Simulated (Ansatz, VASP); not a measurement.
Given: the input of a run of VASP 6.6.1 on AlN.

The input INCAR:

```
PREC = Accurate
ENCUT = 520
EDIFF = 1E-7
ISMEAR = -1
SIGMA = 0.05
LREAL = False
LASPH = True
NELM = 100
ALGO = Normal
ISIF = 2
LWAVE = False
LCHARG = False
GGA = PS
NBANDS = 16
```

The input KPOINTS:

```
regular mesh
0
Gamma
  9 9 7
```

The input POSCAR:

```
AlN
1.0
    3.2673519336      0.0000000000      0.0000000000
   -1.6336759668      2.8296097776      0.0000000000
    0.0000000000      0.0000000000      4.1309673730
Al N
2 2
Direct
    0.6666666667      0.3333333333      0.2500000000
    0.3333333333      0.6666666667      0.7500000000
    0.6666666667      0.3333333333      0.7500000000
    0.3333333333      0.6666666667      0.2500000000
```

Potentials or basis: VASP PAW PBE potentials, release 64 (Al, N).

Command:

```sh
$ cat potpaw_PBE.64/Al/POTCAR potpaw_PBE.64/N/POTCAR > POTCAR
$ mpirun -np 1 vasp_std > vasp.out
```

Set up the same calculation for Ansatz 0.2.0. Potentials there: all-electron LAPW, scalar-relativistic.

As run (the cutoff follows the program's own potentials):

input.yaml

```yaml
crystal:
  lattice:
    - [3.2673519336, 0.0, 0.0]
    - [-1.6336759668, 2.8296097776, 0.0]
    - [0.0, 0.0, 4.130967373]
  atoms:
    - { symbol: Al, position: [0.6666666667, 0.3333333333, 0.25] }
    - { symbol: Al, position: [0.3333333333, 0.6666666667, 0.75] }
    - { symbol: "N", position: [0.6666666667, 0.3333333333, 0.75] }
    - { symbol: "N", position: [0.3333333333, 0.6666666667, 0.25] }
kpoints:
  mp_grid: { grid: [9, 9, 7] }
scf:
  occupations: { method: fermi_dirac, width: 0.05 }
hamiltonian:
  xc: pbesol
  pseudopotentials: { kind: all_electron, lapw: { basis_error: 0.002 } }
output:
  forces: true
  stress: true
  eigenvalues: true
```

Potentials or basis: all-electron LAPW, scalar-relativistic.

Launch:

```console
$ ansatz run input.yaml --threads 2 --pin off --max-ram 6144MiB --backend cpu --events-out ev --progress --plain --runs-dir out
```

Both were run:

|  | VASP | Ansatz | Ansatz less VASP |
| --- | --- | --- | --- |
| gap on the k mesh at the Fermi level (eV) | 3.49 | 3.49 | -0.003 |
| least direct gap on the mesh (eV) | 3.49 | 3.49 | -0.003 |
| pressure (GPa) | 5.4 | 5.4 | -0.03 |
| traceless stress, the component that is largest in VASP (GPa) | -1.87 | -1.70 | +0.164 |

VASP's potentials were made for PBE, not for PBEsol. Ansatz ran all-electron here, and VASP with PAW potentials.
